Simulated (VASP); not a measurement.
Write the native input for VASP 6.6.1 that does the following.

```yaml
Task: single point
Functional: PBE
Potentials_or_basis: VASP PAW PBE potentials, release 64 (Zr_sv, B)
Cutoff: 520 eV
k_mesh: 6 × 6 × 4
Occupations: gaussian, width 0.1 eV
Spin: no spin polarisation
Dipole_correction: no
Further_INCAR_settings: ALGO = Normal; EDIFF = 1e-06; NBANDS = 24
```

The structure of Zr2B3 lies in POSCAR:

```
Zr2B3
1.0
    3.9030660932      0.0000000030      0.0000000000
   -1.9515330493      3.3801543879      0.0000000000
    0.0000000000      0.0000000000      4.9793765227
Zr B
2 3
Direct
    0.6666666667      0.3333333333      0.5000000000
    0.3333333333      0.6666666667      0.0000000000
    0.0000000000      0.0000000000      0.6743147072
    0.0000000000      0.0000000000      0.3256852928
    0.6666666667      0.3333333333      0.0000000000
```

One way to write it, as run:

INCAR

```
SYSTEM = Zr2B3
PREC     = Accurate       ! precision mode
ENCUT    = 520            ! plane-wave cutoff, eV
EDIFF    = 1E-6           ! SCF threshold, eV
ISMEAR   = 0              ! smearing method
SIGMA    = 0.1            ! smearing width, eV
LREAL    = .False.        ! projectors in reciprocal space
LASPH    = .True.         ! aspherical terms in the spheres
NELM     = 80             ! most SCF steps
ALGO     = Normal         ! electronic algorithm
ISIF     = 2              ! what is computed and relaxed
LWAVE    = .False.        ! write WAVECAR
LCHARG   = .True.         ! write CHGCAR
GGA      = PE             ! functional
LELF     = .True.         ! ELF
LVHAR    = .True.       
NBANDS   = 24             ! bands
```

KPOINTS

```
regular mesh
0
Gamma
  6 6 4
  0 0 0
```

Potentials or basis: VASP PAW PBE potentials, release 64 (Zr_sv, B).

Command:

```sh
$ cat potpaw_PBE.64/Zr_sv/POTCAR potpaw_PBE.64/B/POTCAR > POTCAR
$ mpirun -np 1 vasp_std > vasp.out
```

Results of the run:

The pressure is 0.1 GPa and the largest force is 0.010 eV/Å.

Run time: 40 s on 1 thread of AMD EPYC 7R43 64-Core Processor (Zen 3) (shared host), peak memory 0.15 GiB.
